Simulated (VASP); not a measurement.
Write the native input for VASP 6.6.1 that does the following.

```yaml
Task: single point
Functional: PBE
Potentials_or_basis: VASP PAW PBE potentials, release 64 (W_sv)
Cutoff: 520 eV
k_mesh: 10 × 10 × 10
Occupations: fermi-dirac, width 0.1 eV
Spin: non-collinear spin, zero start, spin-orbit coupling
Starting_moments: "[[0, 0, 0]] μB"
Dipole_correction: no
Further_INCAR_settings: ALGO = Normal; EDIFF = 1e-07; NBANDS = 25
```

The structure of W lies in POSCAR:

```
W
1.0
   -1.5851580000      1.5851580000      1.5851580000
    1.5851580000     -1.5851580000      1.5851580000
    1.5851580000      1.5851580000     -1.5851580000
W
1
Direct
    0.0000000000      0.0000000000      0.0000000000
```

One way to write it, as run:

INCAR

```
PREC = Accurate ; ENCUT = 520
EDIFF = 1E-7 ; ISMEAR = -1
SIGMA = 0.1 ; LREAL = False
LASPH = True ; NELM = 150
ALGO = Normal ; ISIF = 2
LWAVE = False ; LCHARG = True
LNONCOLLINEAR = True ; MAGMOM = 0 0 0
LORBIT = 11 ; LSORBIT = True
GGA_COMPAT = False ; LORBMOM = True
LMAXMIX = 4 ; GGA = PE
LVHAR = True ; NBANDS = 25
```

KPOINTS

```
Automatic mesh
0
Gamma
  10 10 10
```

Potentials or basis: VASP PAW PBE potentials, release 64 (W_sv).

Launch:

```sh
$ cat potpaw_PBE.64/W_sv/POTCAR > POTCAR
$ mpirun -np 1 vasp_ncl > vasp.out
```

It gave:

```json
{
  "Pressure": "5.8 GPa",
  "Net moment": "0.00 μB per cell",
  "Valence electrons inside the program's atomic spheres": "W 12.10"
}
```

It took 55 s on 1 thread of Intel(R) Xeon(R) Platinum 8259CL CPU @ 2.50GHz (Skylake/Cascade Lake), with other jobs on the host, peak memory 0.16 GiB.
